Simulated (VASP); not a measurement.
Write the native input for VASP 6.6.1 that does the following.

```yaml
Task: relaxation of cell and atoms
Functional: PBEsol
Potentials_or_basis: VASP PAW PBE potentials, release 64 (Ag)
Cutoff: 500 eV
k_mesh: 18 × 18 × 18
Occupations: fermi-dirac, width 0.05 eV
Spin: no spin polarisation
Dipole_correction: no
Further_INCAR_settings: ALGO = Normal; EDIFF = 1e-07; IBRION = 2; EDIFFG = -0.005; NSW = 60; ISIF = 3
```

The structure of Ag lies in POSCAR:

```
Ag
1.0
    0.0000000000      2.0428264039      2.0428264039
    2.0428264039      0.0000000000      2.0428264039
    2.0428264039      2.0428264039      0.0000000000
Ag
1
Direct
    0.0000000000      0.0000000000      0.0000000000
```

These files were run (other wordings do the same):

INCAR

```
SYSTEM = Ag
ALGO = Normal
EDIFF = 1E-7
EDIFFG = -0.005
ENCUT = 500
GGA = PS
GGA_COMPAT = .FALSE.
IBRION = 2
ISIF = 3
ISMEAR = -1
LASPH = .TRUE.
LCHARG = .FALSE.
LREAL = .FALSE.
LWAVE = .FALSE.
NELM = 120
NELMIN = 4
NSW = 60
PREC = Accurate
SIGMA = 0.05
```

KPOINTS

```
k-points
0
G
  18 18 18
  0 0 0
```

Potentials or basis: VASP PAW PBE potentials, release 64 (Ag).

Launch:

```console
$ cat potpaw_PBE.64/Ag/POTCAR > POTCAR
$ mpirun -np 1 vasp_std > vasp.out
```

It gave:

```
Relaxed volume                         : 16.63 Å³/atom
Relaxed cell                           : a = 2.865 Å, b = 2.865 Å, c = 2.865 Å, α = 60.00°, β = 60.00°, γ = 60.00°
Space group after relaxing (to 0.05 Å) : Fm-3m (No. 225)
Energy gained by relaxing              : 3.6 meV/atom
Ionic steps                            : 3
Pressure after relaxing                : 0.0 GPa
```

Caveat: the PAW data sets were made with another functional, which shifts forces and pressure a little.

It took 80 s on 1 thread of Intel Xeon 8259CL, on a shared host, peak memory 0.17 GiB.
